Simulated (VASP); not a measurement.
# MoS2 (P6_3/mmc) in VASP: single point with r2SCAN

Aim: the single point of MoS2 with r2SCAN.

Program: VASP 6.6.1. These are calculated values, not measurements. Logs are shortened: lines on timing, memory, paths and dates and some standing lists are left out, and cuts for length are marked.

**1. The cell of the first run**

Symmetry: P6_3/mmc, No. 194, hexagonal system. Conventional cell: a = 3.173 Å, b = 3.173 Å, c = 12.933 Å, α = 90.00°, β = 90.00°, γ = 120.00°. Mo (site symmetry -6m2) has 6 S at 2.41 Å and 6 Mo at 3.17 Å within 3.2 Å. S (site symmetry 3m) has 3 Mo at 2.41 Å and 7 S at 3.12 to 3.17 Å within 3.2 Å.

**2. Single point, r2SCAN (uniaxial z strain +4.0%)**

POSCAR reads:

```
MoS2
1.0
    3.1730199293      0.0000000000      0.0000000000
   -1.5865099647      2.7479158655      0.0000000000
    0.0000000000      0.0000000000     12.9333317976
Mo S
2 4
Direct
    0.3333333333      0.6666666667      0.2500000000
    0.6666666667      0.3333333333      0.7500000000
    0.6666666667      0.3333333333      0.3705115720
    0.6666666667      0.3333333333      0.1294884280
    0.3333333333      0.6666666667      0.8705115720
    0.3333333333      0.6666666667      0.6294884280
```

INCAR.step1 reads:

```
SYSTEM = MoS2
PREC = Accurate ; ENCUT = 520
ISMEAR = 0 ; SIGMA = 0.01
LREAL = .False. ; LASPH = .True.
NELM = 60 ; NBANDS = 35
GGA = PE ; ALGO = Normal
EDIFF = 1E-4 ; LWAVE = .True.
LCHARG = .False.
```

INCAR.step2 reads:

```
SYSTEM = MoS2
PREC = Accurate ; ENCUT = 520
EDIFF = 1E-6 ; ISMEAR = 0
SIGMA = 0.01 ; LREAL = .False.
LASPH = .True. ; NELM = 60
ALGO = Normal ; ISIF = 2
LWAVE = .False. ; LCHARG = .False.
METAGGA = R2SCAN ; LMIXTAU = .True.
NBANDS = 35 ; ISTART = 1
```

KPOINTS reads:

```
regular mesh
0
Gamma
  12 12 2
  0 0 0
```

Potentials or basis: VASP PAW PBE potentials, release 64 (Mo_sv, S).

Command:

```
$ cat potpaw_PBE.64/Mo_sv/POTCAR potpaw_PBE.64/S/POTCAR > POTCAR
$ cp INCAR.step1 INCAR
$ mpirun -np 1 vasp_std > vasp.out
$ cp INCAR.step2 INCAR
$ mpirun -np 1 vasp_std > vasp.out
```

OUTCAR:

```text
SYSTEM = MoS2
   PREC = Accurate
   ENCUT = 520
   EDIFF = 1E-6
   ISMEAR = 0
   LREAL = .False.
   LASPH = .True.
   NELM = 60
   ISIF = 2
   METAGGA = R2SCAN
   ISTART = 1

 ion  position               nearest neighbor table
   1  0.333  0.667  0.250-   3 2.41   4 2.41   3 2.41   4 2.41   3 2.41   4 2.41
   2  0.667  0.333  0.750-   5 2.41   6 2.41   5 2.41   6 2.41   5 2.41   6 2.41
   3  0.667  0.333  0.371-   1 2.41   1 2.41   1 2.41
   4  0.667  0.333  0.129-   1 2.41   1 2.41   1 2.41
   5  0.333  0.667  0.871-   2 2.41   2 2.41   2 2.41
   6  0.333  0.667  0.629-   2 2.41   2 2.41   2 2.41

  LATTYP: Found a hexagonal cell.
 ALAT       =     3.1730199293
 C/A-ratio  =     4.0760323243

  Lattice vectors:

 A1 = (   3.1730199293,   0.0000000000,   0.0000000000)
 A2 = (  -1.5865099647,   2.7479158655,   0.0000000000)
 A3 = (   0.0000000000,   0.0000000000,  12.9333317976)

Analysis of symmetry for initial positions (statically):
=====================================================================
 Subroutine PRICEL returns:
 Original cell was already a primitive cell.

 Routine SETGRP: Setting up the symmetry group for a
 hexagonal supercell.

 Subroutine GETGRP returns: Found 24 space group operations
 (whereof 12 operations were pure point group operations)
 out of a pool of 24 trial point group operations.

The static configuration has the point symmetry D_3d.
 The point group associated with its full space group is D_6h.

Analysis of symmetry for dynamics (positions and initial velocities):
=====================================================================
 Subroutine PRICEL returns:
 Original cell was already a primitive cell.

 Routine SETGRP: Setting up the symmetry group for a
 hexagonal supercell.

 Subroutine GETGRP returns: Found 24 space group operations
 (whereof 12 operations were pure point group operations)
 out of a pool of 24 trial point group operations.

The dynamic configuration has the point symmetry D_3d.
 The point group associated with its full space group is D_6h.

 Subroutine INISYM returns: Found 24 space group operations
 (whereof 12 operations are pure point group operations),
 and found     1 'primitive' translations

----------------------------------------------------------------------------------------

                                     Primitive cell

  volume of cell :     112.7682

  direct lattice vectors                    reciprocal lattice vectors
     3.173019929  0.000000000  0.000000000     0.315157176  0.181956080  0.000000000
    -1.586509965  2.747915865  0.000000000     0.000000000  0.363912161  0.000000000
     0.000000000  0.000000000 12.933331798     0.000000000  0.000000000  0.077319597

  length of vectors
     3.173019929  3.173019929 12.933331798     0.363912161  0.363912161  0.077319597

  position of ions in fractional coordinates (direct lattice)
     0.333333333  0.666666667  0.250000000
     0.666666667  0.333333333  0.750000000
     0.666666667  0.333333333  0.370511572
     0.666666667  0.333333333  0.129488428
     0.333333333  0.666666667  0.870511572
     0.333333333  0.666666667  0.629488428

  ion indices of the primitive-cell ions
   primitive index   ion index
                 1           1
                 2           2
                 3           3
                 4           4
                 5           5
                 6           6

----------------------------------------------------------------------------------------

 KPOINTS: regular mesh

Automatic generation of k-mesh.
 Grid dimensions read from file:
 generate k-points for:   12   12    2

 Generating k-lattice:

  Cartesian coordinates                     Fractional coordinates (reciprocal lattice)
     0.026263098  0.015163007  0.000000000     0.083333333  0.000000000  0.000000000
     0.000000000  0.030326013  0.000000000     0.000000000  0.083333333  0.000000000
     0.000000000  0.000000000  0.038659798     0.000000000  0.000000000  0.500000000

  Length of vectors
     0.030326013  0.030326013  0.038659798

  Shift w.r.t. Gamma in fractional coordinates (k-lattice)
     0.000000000  0.000000000  0.000000000

 Subroutine IBZKPT returns following result:
 ===========================================

 Found     38 irreducible k-points:

 Following reciprocal coordinates:
            Coordinates               Weight
  0.000000  0.000000  0.000000      1.000000
  0.083333  0.000000  0.000000      6.000000
  0.166667  0.000000  0.000000      6.000000
  0.250000  0.000000  0.000000      6.000000
  0.333333  0.000000  0.000000      6.000000
  0.416667  0.000000  0.000000      6.000000
[... 16 lines left out ...]
  0.250000  0.000000  0.500000      6.000000
  0.333333  0.000000  0.500000      6.000000
 [... further k-points ...]
   k-points           NKPTS =     38   k-points in BZ     NKDIM =     38   number of bands    NBANDS=     35
   number of dos      NEDOS =    301   number of ions     NIONS =      6
   total plane-waves  NPLWV =  55296
   dimension x,y,z NGX =    24 NGY =   24 NGZ =   96
   dimension x,y,z NGXF=    48 NGYF=   48 NGZF=  192
   ions per type =               2   4
   NGX,Y,Z   is equivalent  to a cutoff of  12.57, 12.57, 12.34 a.u.
   NGXF,Y,Z  is equivalent  to a cutoff of  25.15, 25.15, 24.68 a.u.
 SYSTEM =  MoS2
   PREC   = accura    normal or accurate (medium, high low for compatibility)
   ISTART =      1    job   : 0-new  1-cont  2-samecut
   ICHARG =      0    charge: 1-file 2-atom 10-const
   ISPIN  =      1    spin polarized calculation?
   LNONCOLLINEAR =      F non collinear calculations
   LSORBIT =      F    spin-orbit coupling
   LASPH  =      T    aspherical Exc in radial PAW
   ENCUT  =  520.0 eV  38.22 Ry    6.18 a.u.   5.90  5.90 24.05*2*pi/ulx,y,z
   NELM   =     60;   NELMIN=  2; NELMDL=  0     # of ELM steps
   EDIFF  = 0.1E-05   stopping-criterion for ELM
   LREAL  =      F    real-space projection
   EDIFFG = 0.1E-04   stopping-criterion for IOM
   NSW    =      0    number of steps for IOM
   IBRION =     -1    ionic relax: 0-MD 1-quasi-New 2-CG
   NFREE  =      0    steps in history (QN), initial steepest desc. (CG)
   ISIF   =      2    stress and relaxation
   ISYM   =      2    0-nonsym 1-usesym 2-fastsym
   POTIM  = 0.5000    time-step for ionic-motion
   TEBEG  =    0.0;   TEEND  =   0.0 temperature during run
   PSTRESS=    0.0 pullay stress
   NELECT =      52.0000    total number of electrons
   NUPDOWN=      -1.0000    fix difference up-down
   EMIN   =  10.00;   EMAX   =-10.00  energy-range for DOS
   EFERMI =   0.00;   METHOD = LEGACY
   ISMEAR =     0;   SIGMA  =   0.01  broadening in eV -4-tet -1-fermi 0-gaus
   EFERMI_NEDOS =   21; number of points for ismear=-14 and -15
   IALGO  =     38    algorithm
   IMIX   =      4    mixing-type and parameters
     AMIX     =   0.40;   BMIX     =  1.00
     AMIX_MAG =   1.60;   BMIX_MAG =  1.00
  volume/ion in A,a.u.               =      18.79       126.83
  Fermi-wavevector in a.u.,A,eV,Ry     =   1.264776  2.390081 21.764684  1.599659
  Thomas-Fermi vector in A             =   2.398064
   LORBIT       =      0    0 simple, 1 ext, 2 COOP (PROOUT), +10 PAW based schemes
   METAGGA = R2SCAN    functional components
   LHFCALC =     F    Hartree Fock is set to
   AEXX    =    0.0000 exact exchange contribution
   IVDW    =     0    specifies the selected vdW correction
   LEPSILON=     F    determine dielectric tensor
   LRPA    =     F    only Hartree local field effects (RPA)
 non-spin polarized calculation
 Gauss-broadening in eV      SIGMA  =   0.01
  energy-cutoff  :      520.00
  volume of cell :      112.77
 maximum number of plane-waves:      3066
 NGX is ok and might be reduce to    24
   NGX = 11   NGY = 11   NGZ = 49

 number of electron      51.9999996 magnetization

 Free energy of the ion-electron system (eV)
  ---------------------------------------------------
  ext. energy  EPLUGINS =         0.00000000
  ---------------------------------------------------
  free energy    TOTEN  =       -90.08148567 eV

  energy without entropy =      -90.08148567  energy(sigma->0) =      -90.08148567

 E-fermi :   6.7356     XC(G=0): -11.1172

 val. band max:        6.5834939985   @ k =   0.0000   0.0000   0.0000
 cond. band min:       7.8350795579   @ k =   0.1667   0.1667   0.0000
 fundamental gap:      1.2515855595
 Fermi energy:         6.7355986268

 k-point     1 :       0.0000    0.0000    0.0000
  band No.  band energies     occupation
      1     -56.7552      2.00000
      2     -56.7552      2.00000
      3     -30.1744      2.00000
      4     -30.1744      2.00000
      5     -29.9516      2.00000
      6     -29.9516      2.00000
[... 27 lines left out ...]
     34       9.2892      0.00000
     35      12.7811      0.00000

 k-point     2 :       0.0833    0.0000    0.0000
  band No.  band energies     occupation
      1     -56.7523      2.00000
      2     -56.7523      2.00000
      3     -30.1687      2.00000
      4     -30.1687      2.00000
      5     -29.9799      2.00000
      6     -29.9799      2.00000
[... 27 lines left out ...]
     34       9.2091      0.00000
     35      13.2770      0.00000

 k-point     3 :       0.1667    0.0000    0.0000
  band No.  band energies     occupation
      1     -56.7444      2.00000
      2     -56.7444      2.00000
      3     -30.1532      2.00000
      4     -30.1531      2.00000
      5     -30.0568      2.00000
      6     -30.0568      2.00000
[... 27 lines left out ...]
     34       9.6612      0.00000
     35      14.2277      0.00000
[... 723 lines left out ...]
 k-point    23 :       0.2500    0.0000    0.5000
  band No.  band energies     occupation
      1     -56.7336      2.00000
      2     -56.7336      2.00000
      3     -30.1603      2.00000
      4     -30.1603      2.00000
      5     -30.1318      2.00000
      6     -30.1318      2.00000
[... 27 lines left out ...]
     34      10.0700      0.00000
     35      14.6320      0.00000

 k-point    24 :       0.3333    0.0000    0.5000
  band No.  band energies     occupation
      1     -56.7228      2.00000
      2     -56.7228      2.00000
      3     -30.2622      2.00000
      4     -30.2622      2.00000
      5     -30.1104      2.00000
      6     -30.1104      2.00000
[... 27 lines left out ...]
     34      10.3919      0.00000
     35      14.0400      0.00000

 [... further k-points ...]

------------------------ aborting loop because EDIFF is reached ----------------------------------------

  FORCE on cell =-STRESS in cart. coord.  units (eV):
  Direction    XX          YY          ZZ          XY          YZ          ZX
  --------------------------------------------------------------------------------------
  -------------------------------------------------------------------------------------
  Total        0.6668298      0.6668298     -0.2249525     -0.0000000      0.0000000      0.0000000
  in kB        9.4741207      9.4741207     -3.1960588     -0.0000000      0.0000000      0.0000000
  external PRESSURE =       5.2507275 kB  Pullay stress =       0.0000000 kB

 VOLUME and BASIS-vectors are now :
 -----------------------------------------------------------------------------
  energy-cutoff  :      520.00
  volume of cell :      112.77
      direct lattice vectors                 reciprocal lattice vectors
     3.173019929  0.000000000  0.000000000     0.315157176  0.181956080  0.000000000
    -1.586509965  2.747915865  0.000000000     0.000000000  0.363912161  0.000000000
     0.000000000  0.000000000 12.933331798     0.000000000  0.000000000  0.077319597

 POSITION                                       TOTAL-FORCE (eV/Angst)
 -----------------------------------------------------------------------------------
     -0.00000      1.83194      3.23333        -0.000000      0.000000     -0.000000
      1.58651      0.91597      9.70000         0.000000     -0.000000     -0.000000
      1.58651      0.91597      4.79195        -0.000000     -0.000000     -0.047102
      1.58651      0.91597      1.67472        -0.000000      0.000000      0.047102
     -0.00000      1.83194     11.25861        -0.000000     -0.000000     -0.047102
     -0.00000      1.83194      8.14138        -0.000000     -0.000000      0.047102
 -----------------------------------------------------------------------------------
    total drift:                               -0.000000      0.000000     -0.000000

  FREE ENERGIE OF THE ION-ELECTRON SYSTEM (eV)
  ---------------------------------------------------
  free  energy   TOTEN  =       -90.0814856711 eV

  energy  without entropy=      -90.0814856711  energy(sigma->0) =      -90.08148567
```

It took 6.4 min on 1 thread of AMD EPYC 7R13 (Zen 3), shared host; peak memory 0.27 GiB.

Results:

```yaml
Free_energy: -90.0815 eV
Pressure: 0.5 GPa
Largest_force: 0.047 eV/Å
Band_gap_on_the_k_mesh: 1.25 eV (least direct gap 1.77 eV)
```

Forces on the atoms (eV/Å):
```
Mo   0.000  0.000  0.000
Mo   0.000  0.000  0.000
S    0.000  0.000 -0.047
S    0.000  0.000  0.047
S    0.000  0.000 -0.047
S    0.000  0.000  0.047
```

Caveat: the cell differs from its parent crystal (uniaxial z strain +4.0%); the PAW data sets were made with another functional, which shifts forces and pressure a little.
